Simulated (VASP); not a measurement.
Wanted: the native input for a VASP 6.6.1 run.

```
Task                   : single point
Functional             : PBE
Potentials or basis    : VASP PAW PBE potentials, release 64 (Hf_pv, V_sv, O)
Cutoff                 : 520 eV
k mesh                 : 4 × 4 × 6
Occupations            : gaussian, width 0.1 eV
Spin                   : collinear spin, ferromagnetic start
Starting moments       : [0.0, 2.0, 0.0, 0.0, 0.0, 0.0] μB
Dipole correction      : no
Further INCAR settings : ALGO = Normal; EDIFF = 1e-07; NBANDS = 36
```

The structure of HfVO4 lies in POSCAR:

```
HfVO4
1.0
    3.1224027600     -3.2309569300      0.0000000000
    3.1224027600      3.2309569300      0.0000000000
    0.0000000000      0.0000000000      2.9668505400
Hf V O
1 1 4
Direct
    0.0000000000      0.0000000000      0.0000000000
    0.5000000000      0.5000000000      0.5000000000
    0.3026402300      0.3026402300      0.0000000000
    0.6973597700      0.6973597700      0.0000000000
    0.1929124100      0.8070875900      0.5000000000
    0.8070875900      0.1929124100      0.5000000000
```

The cell was built from a structure type or drawn by symmetry, and may not be a known phase.

The input as run:

INCAR

```
SYSTEM = HfVO4
ALGO = Normal ; EDIFF = 1E-7
ENCUT = 520 ; GGA = PE
ISIF = 2 ; ISMEAR = 0
ISPIN = 2 ; LASPH = .True.
LCHARG = .False. ; LMAXMIX = 4
LORBIT = 11 ; LREAL = .False.
LWAVE = .False. ; MAGMOM = 0 2 0 0 0 0
NBANDS = 36 ; NELM = 150
PREC = Accurate ; SIGMA = 0.1
```

KPOINTS

```
k-points
0
Gamma
  4 4 6
  0 0 0
```

Potentials or basis: VASP PAW PBE potentials, release 64 (Hf_pv, V_sv, O).

Command:

```sh
$ cat potpaw_PBE.64/Hf_pv/POTCAR potpaw_PBE.64/V_sv/POTCAR potpaw_PBE.64/O/POTCAR > POTCAR
$ mpirun -np 1 vasp_std > vasp.out
```

It gave:

* Pressure: 47.4 GPa
* Largest force: 5.023 eV/Å
* Band gap on the k mesh: zero (filled and empty bands overlap)
* Net moment: 1.00 μB per cell
* Site moments: Hf +0.02; V +1.03; O -0.04, -0.01 (each value once) μB
* Valence electrons inside the program's atomic spheres: Hf 9.59; V 11.44; O 5.14, 5.18 (each value once)

Caveat: the cell stands under pressure; spin-orbit coupling is left out, which moves the levels of the heavy elements; semilocal functionals often make such compounds metallic where correlation or magnetic order opens a gap, which also shifts bond lengths; forces of over 1 eV/Å act on the atoms, so gaps and moduli don't describe the material at rest.

It took 5.4 min on 1 thread of AMD EPYC 7R43 64-Core Processor (Zen 3) (shared host), peak memory 0.23 GiB.
